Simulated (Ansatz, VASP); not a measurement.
**One calculation of Ti, two programs**

POSCAR

```
Ti
1.0
    1.7692989924      1.0215052496      3.2809528548
   -1.7692989924      1.0215052496      3.2809528548
    0.0000000000     -2.0430104991      3.2809528548
Ti
2
Direct
    0.2275400000      0.2275400000      0.2275400000
    0.7724600000      0.7724600000      0.7724600000
```

File INCAR.step1:

```
SYSTEM = Ti
PREC     = Accurate       ! precision mode
ENCUT    = 520            ! plane-wave cutoff, eV
ISMEAR   = 0              ! smearing method
SIGMA    = 0.1            ! smearing width, eV
LREAL    = .False.        ! projectors in reciprocal space
LASPH    = .True.         ! aspherical terms in the spheres
NELM     = 100            ! most SCF steps
NBANDS   = 19             ! bands
GGA      = PE             ! functional
ALGO     = Normal         ! electronic algorithm
EDIFF    = 1E-4           ! SCF threshold, eV
LWAVE    = .True.         ! write WAVECAR
LCHARG   = .False.        ! write CHGCAR
```

File INCAR.step2:

```
SYSTEM = Ti
PREC     = Accurate       ! precision mode
ENCUT    = 520            ! plane-wave cutoff, eV
EDIFF    = 1E-6           ! SCF threshold, eV
ISMEAR   = 0              ! smearing method
SIGMA    = 0.1            ! smearing width, eV
LREAL    = .False.        ! projectors in reciprocal space
LASPH    = .True.         ! aspherical terms in the spheres
NELM     = 100            ! most SCF steps
ALGO     = Normal         ! electronic algorithm
ISIF     = 2              ! what is computed and relaxed
LWAVE    = .False.        ! write WAVECAR
LCHARG   = .False.        ! write CHGCAR
METAGGA  = R2SCAN         ! meta-GGA
LMIXTAU  = .True.       
NBANDS   = 19             ! bands
ISTART   = 1
```

KPOINTS

```
Automatic mesh
0
Gamma
  6 6 6
  0 0 0
```

Input for Ansatz:

```yaml
crystal:
  lattice:
    - [1.7692989924, 1.0215052496, 3.2809528548]
    - [-1.7692989924, 1.0215052496, 3.2809528548]
    - [0.0, -2.0430104991, 3.2809528548]
  atoms:
    - { symbol: Ti, position: [0.22754, 0.22754, 0.22754] }
    - { symbol: Ti, position: [0.77246, 0.77246, 0.77246] }
basis:
  ecutwfc: 500
kpoints:
  mp_grid: { grid: [6, 6, 6] }
hamiltonian:
  xc: r2scan
scf:
  occupations: { method: gaussian, width: 0.1 }
  lower_state_search: "off"
output:
  forces: true
  stress: true
  eigenvalues: true
```

Alike in both runs: task single point; functional r2SCAN; k mesh 6 × 6 × 6; occupations gaussian, width 0.1 eV; no spin polarisation.

|  | VASP | Ansatz |
| --- | --- | --- |
| version | VASP 6.6.1 | Ansatz 0.2.0 |
| potentials or method | VASP PAW PBE potentials, release 64 (Ti_sv), cutoff 520 eV | scalar-relativistic, plane waves, PAW |
| valence electrons in the cell | 24 | 24 |

Ansatz gave:

* gap on the k mesh at the Fermi level (eV): none
* pressure (GPa): 0.3
* traceless stress, the component that is largest in VASP (GPa): -2.62
* rms of the force components (eV/Å): 1.945

Task: What did VASP give for the same quantities?

Result: gap on the k mesh at the Fermi level (eV): none; pressure (GPa): 0.9; traceless stress, the component that is largest in VASP (GPa): -2.92; rms of the force components (eV/Å): 1.994.

VASP's potentials were made for PBE, not for r2SCAN. Atom by atom the forces differ by 0.050 eV/Å (rms over components). A gap of «none» marks a metal or a gap that the smearing closes. With one functional, cell and mesh, what is left measures potentials, basis and numerics.
